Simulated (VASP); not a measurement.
Runs of VASP 6.6.1 on CuI (Marshite). The structure is that of space group I-4m2 (No. 119), or close to it. The cells are those of the table. 

```csv
cell,gap on the mesh (eV),pressure (GPa)
"a = 4.267, b = 4.267, c = 4.330 Å, angles 59.5, 59.5, 61.0°, 2 atoms",1.00,-2.2
"a = 4.362, b = 4.362, c = 4.159 Å, angles 61.5, 61.5, 56.9°, 2 atoms",0.96,(a)
"a = 4.249, b = 4.249, c = 4.373 Å, angles 59.0, 59.0, 61.9°, 2 atoms",(b),-2.2
"a = 4.233, b = 4.233, c = 4.416 Å, angles 58.6, 58.6, 62.9°, 2 atoms",0.95,-2.2
"a = 4.335, b = 4.335, c = 4.201 Å, angles 61.0, 61.0, 58.0°, 2 atoms",0.99,-2.5
```

Alike in all rows: task single point; level PBEsol; potentials or basis VASP PAW PBE potentials, release 64 (Cu, I); no spin polarisation; k mesh 6 × 6 × 6; cutoff (eV) 520; smearing gaussian 0.05 eV.

Task: Fill in the values left out.

Result: (a) -2.3; (b) 0.97.

Caveats: the PAW data sets were made with another functional, which shifts forces and pressure a little; spin-orbit coupling is left out, which moves the levels of the heavy elements.

A k mesh can miss the band edges, and the runs leave out spin-orbit coupling on I.
